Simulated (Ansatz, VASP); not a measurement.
# One calculation of CsRu2, two programs

Contents of INCAR:

```
PREC = Accurate
ENCUT = 600
EDIFF = 1E-6
ISMEAR = 0
SIGMA = 0.1
LREAL = False
LASPH = True
NELM = 120
ALGO = Normal
ISIF = 2
LWAVE = False
LCHARG = True
GGA = PE
LELF = True
LVHAR = True
NBANDS = 28
GGA_COMPAT = False
```

Contents of KPOINTS:

```
Automatic mesh
0
Gamma
  4 4 4
```

Contents of POSCAR:

```
CsRu2
1.0
    4.1292451800      0.0000000000      0.0000000000
    0.0000000000      4.1292451800      0.0000000000
    0.0000000000      0.0000000000      5.6538122100
Cs Ru
1 2
Direct
    0.0000000000      0.0000000000      0.5000000000
    0.5000000000      0.5000000000      0.5000000000
    0.0000000000      0.0000000000      0.0000000000
```

Input for Ansatz:

```yaml
crystal:
  lattice:
    - [4.12924518, 0.0, 0.0]
    - [0.0, 4.12924518, 0.0]
    - [0.0, 0.0, 5.65381221]
  atoms:
    - { symbol: Cs, position: [0.0, 0.0, 0.5] }
    - { symbol: Ru, position: [0.5, 0.5, 0.5] }
    - { symbol: Ru, position: [0.0, 0.0, 0.0] }
basis:
  ecutwfc: 420
kpoints:
  mp_grid: { grid: [4, 4, 4] }
hamiltonian:
  xc: pbe
scf:
  occupations: { method: gaussian, width: 0.1 }
  lower_state_search: "off"
output:
  forces: true
  stress: true
  eigenvalues: true
```

Alike in both runs: task single point; functional PBE; k mesh 4 × 4 × 4; occupations gaussian, width 0.1 eV; no spin polarisation.

|  | VASP | Ansatz |
| --- | --- | --- |
| version | VASP 6.6.1 | Ansatz 0.2.0 |
| potentials or method | VASP PAW PBE potentials, release 64 (Cs_sv, Ru_sv), cutoff 600 eV | scalar-relativistic, plane waves, PAW |
| valence electrons in the cell | 41 | 41 |

|  | VASP | Ansatz | Ansatz less VASP |
| --- | --- | --- | --- |
| gap on the k mesh at the Fermi level (eV) | none | none | - |
| pressure (GPa) | -7.4 | -8.3 | -0.85 |
| traceless stress, the component that is largest in VASP (GPa) | -0.39 | -0.57 | -0.187 |

A gap of «none» marks a metal or a gap that the smearing closes. With one functional, cell and mesh, what is left measures potentials, basis and numerics.

The k mesh is coarse, so the values compare programs but aren't converged. Spin-orbit coupling is off throughout.
